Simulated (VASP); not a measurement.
# Pb (P6_3/mmc) in VASP: single point with PBEsol

Aim: the single point of Pb with PBEsol.

Everything below comes from runs of VASP 6.6.1. Logs are shortened: lines on timing, memory, paths and dates and some standing lists are left out, and cuts for length are marked.

### Step 1. The cell of the first run

It takes space group P6_3/mmc (No. 194, hexagonal). The conventional cell has a = 3.480 Å, b = 3.480 Å, c = 5.590 Å, α = 90.00°, β = 90.00°, γ = 120.00°. Pb (site symmetry -6m2) has 12 Pb at 3.44 to 3.48 Å within 4.5 Å.

This isn't the form of Pb at room conditions, which is fcc.

### Step 2. Single point, PBEsol

INCAR

```
PREC = Accurate
ENCUT = 520
EDIFF = 1E-6
ISMEAR = 0
SIGMA = 0.15
LREAL = False
LASPH = True
NELM = 60
ALGO = Fast
ISIF = 2
LWAVE = False
LCHARG = True
GGA = PS
LELF = True
LVHAR = True
NBANDS = 21
```

KPOINTS

```
Automatic mesh
0
Gamma
  18 18 10
```

POSCAR

```
Pb
1.0
    3.4800006906      0.0000000000      0.0000000000
   -1.7400003453      3.0137690032      0.0000000000
    0.0000000000      0.0000000000      5.5900000000
Pb
2
Direct
    0.3333333333      0.6666666667      0.2500000000
    0.6666666667      0.3333333333      0.7500000000
```

Potentials or basis: VASP PAW PBE potentials, release 64 (Pb_d).

Run with:

```console
cat potpaw_PBE.64/Pb_d/POTCAR > POTCAR
mpirun -np 1 vasp_std > vasp.out
```

OUTCAR:

```text
PREC = Accurate
   ENCUT = 520
   EDIFF = 1E-6
   ISMEAR = 0
   LREAL = False
   LASPH = True
   NELM = 60
   ISIF = 2
   GGA = PS

 ion  position               nearest neighbor table
   1  0.333  0.667  0.250-   2 3.44   2 3.44   2 3.44   2 3.44   2 3.44   2 3.44
   2  0.667  0.333  0.750-   1 3.44   1 3.44   1 3.44   1 3.44   1 3.44   1 3.44

  LATTYP: Found a hexagonal cell.
 ALAT       =     3.4800006906
 C/A-ratio  =     1.6063215203

  Lattice vectors:

 A1 = (   3.4800006906,   0.0000000000,   0.0000000000)
 A2 = (  -1.7400003453,   3.0137690032,   0.0000000000)
 A3 = (   0.0000000000,   0.0000000000,   5.5900000000)

Analysis of symmetry for initial positions (statically):
=====================================================================
 Subroutine PRICEL returns:
 Original cell was already a primitive cell.

 Routine SETGRP: Setting up the symmetry group for a
 hexagonal supercell.

 Subroutine GETGRP returns: Found 24 space group operations
 (whereof 12 operations were pure point group operations)
 out of a pool of 24 trial point group operations.

The static configuration has the point symmetry D_3d.
 The point group associated with its full space group is D_6h.

Analysis of symmetry for dynamics (positions and initial velocities):
=====================================================================
 Subroutine PRICEL returns:
 Original cell was already a primitive cell.

 Routine SETGRP: Setting up the symmetry group for a
 hexagonal supercell.

 Subroutine GETGRP returns: Found 24 space group operations
 (whereof 12 operations were pure point group operations)
 out of a pool of 24 trial point group operations.

The dynamic configuration has the point symmetry D_3d.
 The point group associated with its full space group is D_6h.

 Subroutine INISYM returns: Found 24 space group operations
 (whereof 12 operations are pure point group operations),
 and found     1 'primitive' translations

----------------------------------------------------------------------------------------

                                     Primitive cell

  volume of cell :      58.6275

  direct lattice vectors                    reciprocal lattice vectors
     3.480000691  0.000000000  0.000000000     0.287356265  0.165905217  0.000000000
    -1.740000345  3.013769003  0.000000000     0.000000000  0.331810434  0.000000000
     0.000000000  0.000000000  5.590000000     0.000000000  0.000000000  0.178890877

  length of vectors
[... 76 lines left out ...]
   ISPIN  =      1    spin polarized calculation?
   LNONCOLLINEAR =      F non collinear calculations
   LSORBIT =      F    spin-orbit coupling
   LASPH  =      T    aspherical Exc in radial PAW
   ENCUT  =  520.0 eV  38.22 Ry    6.18 a.u.   6.47  6.47 10.39*2*pi/ulx,y,z
   NELM   =     60;   NELMIN=  2; NELMDL= -5     # of ELM steps
   EDIFF  = 0.1E-05   stopping-criterion for ELM
   LREAL  =      F    real-space projection
   EDIFFG = 0.1E-04   stopping-criterion for IOM
   NSW    =      0    number of steps for IOM
   IBRION =     -1    ionic relax: 0-MD 1-quasi-New 2-CG
   NFREE  =      0    steps in history (QN), initial steepest desc. (CG)
   ISIF   =      2    stress and relaxation
   ISYM   =      2    0-nonsym 1-usesym 2-fastsym
   POTIM  = 0.5000    time-step for ionic-motion
   TEBEG  =    0.0;   TEEND  =   0.0 temperature during run
   PSTRESS=    0.0 pullay stress
   NELECT =      28.0000    total number of electrons
   NUPDOWN=      -1.0000    fix difference up-down
   EMIN   =  10.00;   EMAX   =-10.00  energy-range for DOS
   EFERMI =   0.00;   METHOD = LEGACY
   ISMEAR =     0;   SIGMA  =   0.15  broadening in eV -4-tet -1-fermi 0-gaus
   EFERMI_NEDOS =   21; number of points for ismear=-14 and -15
   IALGO  =     68    algorithm
   IMIX   =      4    mixing-type and parameters
     AMIX     =   0.40;   BMIX     =  1.00
     AMIX_MAG =   1.60;   BMIX_MAG =  1.00
  volume/ion in A,a.u.               =      29.31       197.82
  Fermi-wavevector in a.u.,A,eV,Ry     =   1.279658  2.418202 22.279864  1.637524
  Thomas-Fermi vector in A             =   2.412130
   LORBIT       =      0    0 simple, 1 ext, 2 COOP (PROOUT), +10 PAW based schemes
   GGA     = PS    functional components
   LHFCALC =     F    Hartree Fock is set to
   AEXX    =    0.0000 exact exchange contribution
   IVDW    =     0    specifies the selected vdW correction
   LEPSILON=     F    determine dielectric tensor
   LRPA    =     F    only Hartree local field effects (RPA)
 non-spin polarized calculation
 RMM-DIIS sequential band-by-band and
 Gauss-broadening in eV      SIGMA  =   0.15
  energy-cutoff  :      520.00
  volume of cell :       58.63
 maximum number of plane-waves:      1605
 NGX is ok and might be reduce to    28
   NGX = 13   NGY = 13   NGZ = 21

 number of electron      28.0000005 magnetization

 Free energy of the ion-electron system (eV)
  ---------------------------------------------------
  ext. energy  EPLUGINS =         0.00000000
  ---------------------------------------------------
  free energy    TOTEN  =        -7.97124773 eV

  energy without entropy =       -7.96095849  energy(sigma->0) =       -7.96610311

 E-fermi :   7.4146     XC(G=0): -10.5067

 val. band max:        7.3904481859   @ k =   0.3333   0.2778   0.3000
 cond. band min:       7.4343042938   @ k =   0.3333   0.1111   0.2000
 fundamental gap:      0.0438561079
 Fermi energy:         7.4146180290

 k-point     1 :       0.0000    0.0000    0.0000
  band No.  band energies     occupation
      1      -9.5724      2.00000
      2      -9.5219      2.00000
      3      -9.5127      2.00000
      4      -9.5127      2.00000
      5      -9.4874      2.00000
      6      -9.4874      2.00000
[... 565 lines left out ...]
     20      15.2083      0.00000
     21      19.5100      0.00000

 [... further k-points ...]
[... 5 lines left out ...]
  --------------------------------------------------------------------------------------
  -------------------------------------------------------------------------------------
  Total        0.0935376      0.0935376      0.8069588     -0.0000000      0.0000000      0.0000000
  in kB        2.5562052      2.5562052     22.0526532     -0.0000000      0.0000000      0.0000000
  external PRESSURE =       9.0550212 kB  Pullay stress =       0.0000000 kB

 VOLUME and BASIS-vectors are now :
 -----------------------------------------------------------------------------
  energy-cutoff  :      520.00
  volume of cell :       58.63
      direct lattice vectors                 reciprocal lattice vectors
     3.480000691  0.000000000  0.000000000     0.287356265  0.165905217  0.000000000
    -1.740000345  3.013769003  0.000000000     0.000000000  0.331810434  0.000000000
     0.000000000  0.000000000  5.590000000     0.000000000  0.000000000  0.178890877

 POSITION                                       TOTAL-FORCE (eV/Angst)
 -----------------------------------------------------------------------------------
     -0.00000      2.00918      1.39750         0.000000     -0.000000      0.000000
      1.74000      1.00459      4.19250        -0.000000      0.000000      0.000000
 -----------------------------------------------------------------------------------
    total drift:                               -0.000000      0.000000      0.000000

  FREE ENERGIE OF THE ION-ELECTRON SYSTEM (eV)
  ---------------------------------------------------
  free  energy   TOTEN  =        -7.9712477259 eV

  energy  without entropy=       -7.9609584944  energy(sigma->0) =       -7.96610311
```

Run time: 2.1 min. Hardware: 1 thread of AMD EPYC 9R45 (Zen 5), shared host; peak memory 0.3 GiB.

Results:

* Free energy: -7.9712 eV
* Pressure: 0.9 GPa
* Band gap on the k mesh: zero (bands 14 and 15 overlap by 7.87 eV)

Caveat: the PAW data sets were made with another functional, which shifts forces and pressure a little; spin-orbit coupling is left out, which moves the levels of the heavy elements.

The gap in the log of VASP goes by the Fermi energy; the results here count the filled bands.